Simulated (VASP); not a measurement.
Input of a VASP 6.6.1 run:

The input INCAR:

```
  ALGO = Normal
  EDIFF = 1E-6
  ENCUT = 520
  GGA = PE
  ISIF = 2
  ISMEAR = 0
  LASPH = T
  LCHARG = F
  LREAL = F
  LWAVE = F
  NBANDS = 20
  NELM = 60
  PREC = Accurate
  SIGMA = 0.1
```

KPOINTS

```
k-points
0
Gamma
  4 4 2
```

Contents of POSCAR:

```
Mg5TeBr
1.0
    4.2245719973      0.0000000000      0.0000000000
    0.0000000000      4.2245719973      0.0000000000
    0.0000000000      0.0000000000     10.6177461867
Mg Te Br
5 1 1
Direct
    0.0000000000      0.5000000000      0.2888546770
    0.0000000000      0.5000000000      0.7111453230
    0.5000000000      0.0000000000      0.2888546770
    0.5000000000      0.0000000000      0.7111453230
    0.0000000000      0.0000000000      0.0000000000
    0.0000000000      0.0000000000      0.5000000000
    0.5000000000      0.5000000000      0.0000000000
```

Potentials or basis: VASP PAW PBE potentials, release 64 (Mg, Te, Br).

Run with:

```bash
$ cat potpaw_PBE.64/Mg/POTCAR potpaw_PBE.64/Te/POTCAR potpaw_PBE.64/Br/POTCAR > POTCAR
$ mpirun -np 1 vasp_std > vasp.out
```

(1) Estimate the largest force.

(2) Estimate the band gap on the k mesh.

Results:

(1) 0.026 eV/Å.

(2) zero (an odd number of electrons rules out a gap without spin polarisation).

Caveat: the k points lie up to 0.37 Å⁻¹ apart, too coarse for converged energies and pressures of a metal; spin-orbit coupling is left out, which moves the levels of the heavy elements; an odd number of electrons without spin polarisation forces a metal; a magnetic or distorted state may lie lower.
